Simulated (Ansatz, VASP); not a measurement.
BeS in VASP and in Ansatz

File INCAR:

```
PREC = Accurate
ENCUT = 600
EDIFF = 1E-6
ISMEAR = 0
SIGMA = 0.01
LREAL = F
LASPH = T
NELM = 120
ALGO = Normal
ISIF = 2
LWAVE = F
LCHARG = T
GGA = CA
LELF = T
LVHAR = T
NBANDS = 11
GGA_COMPAT = F
```

The input KPOINTS:

```
regular mesh
0
Gamma
  8 8 8
```

The input POSCAR:

```
BeS
1.0
    0.0000000000      2.3980497692      2.3980497692
    2.3980497692      0.0000000000      2.3980497692
    2.3980497692      2.3980497692      0.0000000000
Be S
1 1
Direct
    0.0000000000      0.0000000000      0.0000000000
    0.2500000000      0.2500000000      0.2500000000
```

Input for Ansatz:

```yaml
crystal:
  lattice:
    - [0.0, 2.3980497692, 2.3980497692]
    - [2.3980497692, 0.0, 2.3980497692]
    - [2.3980497692, 2.3980497692, 0.0]
  atoms:
    - { symbol: Be, position: [0.0, 0.0, 0.0] }
    - { symbol: S, position: [0.25, 0.25, 0.25] }
basis:
  ecutwfc: 420
kpoints:
  mp_grid: { grid: [8, 8, 8] }
  band_path:
    path:
      - [0.0, 0.0, 0.0]
      - [0.0, 0.0, 0.0]
      - [0.0, 0.0, 0.0]
      - [0.0, 0.0, 0.0]
      - [0.0, 0.0, 0.0]
      - [0.0, 0.0, 0.0]
      - [0.0, 0.0, 0.0]
      - [0.0, 0.0, 0.0]
      - [0.0, 0.0, 0.0]
      - [0.0, 0.0, 0.0]
      - [0.0, 0.0, 0.0]
      - [0.0, 0.0, 0.0]
      - [0.0, 0.0, 0.0]
      - [0.0, 0.0, 0.0]
      - [0.0, 0.0, 0.0]
      - [0.0, 0.0, 0.0]
      - [0.0, 0.0, 0.0]
      - [0.0, 0.0, 0.0]
      - [0.0, 0.0, 0.0]
      - [0.0, 0.0, 0.0]
      - [0.0, 0.0, 0.0]
      - [0.0, 0.0, 0.0]
      - [0.0, 0.0, 0.0]
      - [0.0, 0.0, 0.0]
      - [0.0, 0.0, 0.0]
      - [0.0, 0.0, 0.0]
      - [0.3, 0.3, 0.0]
      - [0.3166666667, 0.3166666667, 0.0]
      - [0.3333333333, 0.3333333333, 0.0]
      - [0.35, 0.35, 0.0]
      - [0.3666666667, 0.3666666667, 0.0]
      - [0.3833333333, 0.3833333333, 0.0]
      - [0.4, 0.4, 0.0]
      - [0.4166666667, 0.4166666667, 0.0]
      - [0.4333333333, 0.4333333333, 0.0]
      - [0.45, 0.45, 0.0]
      - [0.4666666667, 0.4666666667, 0.0]
      - [0.4833333333, 0.4833333333, 0.0]
      - [0.5, 0.5, 0.0]
      - [0.5, 0.5, 0.5]
      - [0.5, 0.5, 0.5]
      - [0.5, 0.5, 0.5]
      - [0.5, 0.5, 0.5]
      - [0.5, 0.5, 0.5]
      - [0.5, 0.5, 0.5]
      - [0.5, 0.5, 0.5]
      - [0.5, 0.5, 0.5]
      - [0.5, 0.5, 0.5]
      - [0.5, 0.5, 0.5]
      - [0.5, 0.5, 0.5]
      - [0.5, 0.5, 0.5]
      - [0.5, 0.5, 0.5]
    npoints: 1
hamiltonian:
  xc: lda
  pseudopotentials: { kind: paw, azcp: { folder: soft_1 } }
scf:
  occupations: { method: fixed }
  n_extra_bands: 5
output:
  eigenvalues: true
```

Alike in both runs: task single point; functional LDA; k mesh 8 × 8 × 8; no spin polarisation.

|  | VASP | Ansatz |
| --- | --- | --- |
| version | VASP 6.6.1 | Ansatz 0.2.0 |
| potentials or method | VASP PAW LDA potentials, release 64 (Be, S), cutoff 600 eV | scalar-relativistic, plane waves, PAW |
| occupations | gaussian, width 0.01 eV | fixed |
| valence electrons in the cell | 8 | 8 |

|  | VASP | Ansatz | Ansatz less VASP |
| --- | --- | --- | --- |
| gap on the k mesh at the Fermi level (eV) | 2.83 | 2.83 | -0.006 |
| least direct gap on the mesh (eV) | 5.53 | 5.50 | -0.025 |

Ansatz warns that its potentials were made for another functional, while VASP's fit it. LDA's correlation is that of Perdew and Zunger in VASP and of Perdew and Wang (1992) in Ansatz.
